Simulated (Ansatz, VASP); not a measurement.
TaH4: VASP beside Ansatz

```
Ta H
1.0
    -1.90000    1.90000    3.15000
     1.90000   -1.90000    3.15000
     1.90000    1.90000   -3.15000
Ta H
1 4
Direct
  0.00000 0.00000 0.00000
  0.28000 0.28000 0.00000
  0.72000 0.72000 0.00000
  0.50000 0.00000 0.50000
  0.00000 0.50000 0.50000
```

Alike in both runs: task relaxation of cell and atoms; functional PBE; k mesh 4 × 4 × 4; occupations gaussian, width 0.15 eV; no spin polarisation.

```csv
,VASP,Ansatz
version,VASP 6.6.1,Ansatz 0.2.0
potentials or method,"VASP PAW PBE potentials, release 64 (Ta_pv, H), cutoff 500 eV","scalar-relativistic, plane waves, PAW"
valence electrons in the cell,15,17
```

|  | VASP | Ansatz | Ansatz less VASP |
| --- | --- | --- | --- |
| gap on the k mesh at the Fermi level, each at its own relaxed structure (eV) | none | none | - |
| relaxed volume (Å³/atom) | 7.36 | 7.33 | -0.029 |
| relaxed cell length with the largest relative difference (Å) | 3.803 | 3.795 | -0.0083 |

A gap of «none» marks a metal or a gap that the smearing closes. VASP's potentials hold 15 valence electrons a cell and Ansatz's 17, so a difference there can come from the potentials and not from the codes.

The k mesh is coarse, so the values compare programs but aren't converged. Neither program's run includes spin-orbit coupling. Noted on VASP's run: the volume moved by over 15 % at a fixed basis, so the end points are rough.
